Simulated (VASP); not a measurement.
Here is a VASP 6.6.1 calculation.

Contents of POSCAR:

```
Ni
1.0
    0.0000000000      1.7619400000      1.7619400000
    1.7619400000      0.0000000000      1.7619400000
    1.7619400000      1.7619400000      0.0000000000
Ni
1
Direct
    0.0000000000      0.0000000000      0.0000000000
```

Contents of INCAR.step1:

```
SYSTEM = Ni
PREC = Accurate
ENCUT = 660
ISMEAR = -1
SIGMA = 0.1
LREAL = .FALSE.
LASPH = .TRUE.
NELM = 200
ISPIN = 2
MAGMOM = 2
LMAXMIX = 4
NBANDS = 15
GGA = PE
ALGO = Normal
EDIFF = 1E-5
LWAVE = .TRUE.
LCHARG = .FALSE.
GGA_COMPAT = .FALSE.
```

File INCAR.step2:

```
SYSTEM = Ni
PREC = Accurate
ENCUT = 660
EDIFF = 1E-6
ISMEAR = -1
SIGMA = 0.1
LREAL = .FALSE.
LASPH = .TRUE.
NELM = 200
ALGO = Normal
ISIF = 2
LWAVE = .FALSE.
LCHARG = .FALSE.
ISPIN = 2
MAGMOM = 2
LORBIT = 11
LMAXMIX = 4
METAGGA = R2SCAN
LMIXTAU = .TRUE.
NBANDS = 15
ISTART = 1
GGA_COMPAT = .FALSE.
```

KPOINTS

```
regular mesh
0
G
  14 14 14
  0 0 0
```

Potentials or basis: VASP PAW PBE potentials, release 64 (Ni).

Run with:

```bash
$ cat potpaw_PBE.64/Ni/POTCAR > POTCAR
$ cp INCAR.step1 INCAR
$ mpirun -np 1 vasp_std > vasp.out
$ cp INCAR.step2 INCAR
$ mpirun -np 1 vasp_std > vasp.out
```

Problem. Predict the pressure.

Solution. -6.9 GPa.

Problem. Estimate the net moment.

Solution. 0.74 μB per cell.

Caveat: the cell stands under tension; the PAW data sets were made with another functional, which shifts forces and pressure a little.
